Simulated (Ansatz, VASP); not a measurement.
# Sn: VASP beside Ansatz

```
Sn
1.0
     0.00000    2.40527    2.40527
     2.40527    0.00000    2.40527
     2.40527    2.40527    0.00000
Sn
1
Direct
  0.00000 0.00000 0.00000
```

Alike in both runs: task single point; functional r2SCAN; k mesh 16 × 16 × 16; occupations gaussian, width 0.05 eV; no spin polarisation.

```csv
,VASP,Ansatz
version,VASP 6.6.1,Ansatz 0.2.0
potentials or method,"VASP PAW PBE potentials, release 64 (Sn_d), cutoff 550 eV","scalar-relativistic, plane waves, PAW"
valence electrons in the cell,14,14
```

```tsv
	VASP	Ansatz	Ansatz less VASP
gap on the k mesh at the Fermi level (eV)	none	none	-
pressure (GPa)	-0.9	-0.9	+0.02
```

VASP's potentials were made for PBE, not for r2SCAN. A gap of «none» marks a metal or a gap that the smearing closes.
